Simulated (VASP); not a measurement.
Write the native input for VASP 6.6.1 that does the following.

| Property | Result |
| --- | --- |
| Task | single point |
| Functional | LDA |
| Potentials or basis | VASP PAW LDA potentials, release 64 (Ti_sv) |
| Cutoff | 520 eV |
| k mesh | 10 × 10 × 6 |
| Occupations | fermi-dirac, width 0.1 eV |
| Spin | no spin polarisation |
| Dipole correction | no |
| Further INCAR settings | ALGO = Normal; EDIFF = 1e-06; NBANDS = 19 |

The structure of Ti lies in POSCAR:

```
Ti
1.0
    2.8638698861      0.0000000000      0.0000000000
   -1.4319349430      2.4801840745      0.0000000000
    0.0000000000      0.0000000000      4.5399943151
Ti
2
Direct
    0.3333333333      0.6666666667      0.2500000000
    0.6666666667      0.3333333333      0.7500000000
```

One way to write it, as run:

INCAR

```
SYSTEM = Ti
PREC = Accurate ; ENCUT = 520
EDIFF = 1E-6 ; ISMEAR = -1
SIGMA = 0.1 ; LREAL = .FALSE.
LASPH = .TRUE. ; NELM = 80
ALGO = Normal ; ISIF = 2
LWAVE = .FALSE. ; LCHARG = .FALSE.
GGA = CA ; NBANDS = 19
```

KPOINTS

```
Automatic mesh
0
G
  10 10 6
  0 0 0
```

Potentials or basis: VASP PAW LDA potentials, release 64 (Ti_sv).

The run is started by

```sh
$ cat potpaw_LDA.64/Ti_sv/POTCAR > POTCAR
$ mpirun -np 1 vasp_std > vasp.out
```

Results of the run:

```yaml
Pressure: -0.2 GPa
Band_gap_on_the_k_mesh: zero (band 12 reaches 9.69 eV, above the bottom of band 13 at 8.74 eV)
```

Run time: 13 s on 1 thread of Intel(R) Xeon(R) Platinum 8559C (Emerald Rapids) (shared host), peak memory 0.15 GiB.
